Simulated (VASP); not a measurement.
Set up this calculation in VASP 6.6.1, as the native input.

```
Task                   : single point
Functional             : PBE
Potentials or basis    : VASP PAW PBE potentials, release 64 (Si)
Cutoff                 : 520 eV
k mesh                 : 9 × 9 × 12
Occupations            : fermi-dirac, width 0.1 eV
Spin                   : no spin polarisation
Dipole correction      : no
Further INCAR settings : ALGO = Normal; EDIFF = 1e-06; NBANDS = 13
```

The structure of Si lies in POSCAR:

```
Si
1.0
    4.1131827107      0.0000000000      0.0000000000
   -2.0565913553      3.5621207179      0.0000000000
    0.0000000000      0.0000000000      2.4231583072
Si
3
Direct
    0.0000000000      0.0000000000      0.0000000000
    0.3333333333      0.6666666667      0.5000000000
    0.6666666667      0.3333333333      0.5000000000
```

This isn't the form of Si at room conditions, which is diamond.

The input as run:

INCAR

```
PREC = Accurate
ENCUT = 520
EDIFF = 1E-6
ISMEAR = -1
SIGMA = 0.1
LREAL = F
LASPH = T
NELM = 80
ALGO = Normal
ISIF = 2
LWAVE = F
LCHARG = F
GGA = PE
NBANDS = 13
```

KPOINTS

```
Automatic mesh
0
Gamma
  9 9 12
```

Potentials or basis: VASP PAW PBE potentials, release 64 (Si).

The run is started by

```console
$ cat potpaw_PBE.64/Si/POTCAR > POTCAR
$ mpirun -np 1 vasp_std > vasp.out
```

It gave:

```
Pressure               : 33.2 GPa
Band gap on the k mesh : zero (bands 6 and 7 overlap by 8.07 eV)
```

Caveat: the cell stands under pressure.

It took 24 s on 1 thread of Intel Xeon 8259CL (shared host), peak memory 0.16 GiB.
